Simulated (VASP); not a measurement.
Set up this calculation in VASP 6.6.1, as the native input.

```
Task                   : single point
Functional             : PBE
Potentials or basis    : VASP PAW PBE potentials, release 64 (Mg, Zn, O)
Cutoff                 : 600 eV
k mesh                 : 6 × 6 × 2
Occupations            : gaussian, width 0.1 eV
Spin                   : no spin polarisation
Dipole correction      : no
Further INCAR settings : ALGO = Normal; EDIFF = 1e-06; NBANDS = 32
```

The structure of Mg2Zn3O lies in POSCAR:

```
Mg2Zn3O
1.0
    3.0303385372      0.0000000000      0.0000000000
   -1.5151692686      2.6243501553      0.0000000000
    0.0000000000      0.0000000000     11.0935281680
Mg Zn O
2 3 1
Direct
    0.6666666667      0.3333333333      0.8875454856
    0.3333333333      0.6666666667      0.1124545144
    0.3333333333      0.6666666667      0.6816460061
    0.0000000000      0.0000000000      0.5000000000
    0.6666666667      0.3333333333      0.3183539939
    0.0000000000      0.0000000000      0.0000000000
```

These files were run (other wordings do the same):

INCAR

```
SYSTEM = Mg2Zn3O
PREC = Accurate
ENCUT = 600
EDIFF = 1E-6
ISMEAR = 0
SIGMA = 0.1
LREAL = .False.
LASPH = .True.
NELM = 120
ALGO = Normal
ISIF = 2
LWAVE = .False.
LCHARG = .True.
GGA = PE
LELF = .True.
LVHAR = .True.
NBANDS = 32
GGA_COMPAT = .False.
```

KPOINTS

```
regular mesh
0
Gamma
  6 6 2
  0 0 0
```

Potentials or basis: VASP PAW PBE potentials, release 64 (Mg, Zn, O).

Launch:

```bash
$ cat potpaw_PBE.64/Mg/POTCAR potpaw_PBE.64/Zn/POTCAR potpaw_PBE.64/O/POTCAR > POTCAR
$ mpirun -np 1 vasp_std > vasp.out
```

Results of the run:

* Pressure: 0.1 GPa
* Largest force: 0.018 eV/Å
* Band gap on the k mesh: zero (band 23 reaches 3.61 eV, above the bottom of band 24 at 2.94 eV)

Caveat: the k points lie up to 0.40 Å⁻¹ apart.

It took 24 s on 1 thread of Intel(R) Xeon(R) 6975P-C (Granite Rapids), with other jobs on the host, peak memory 0.24 GiB.
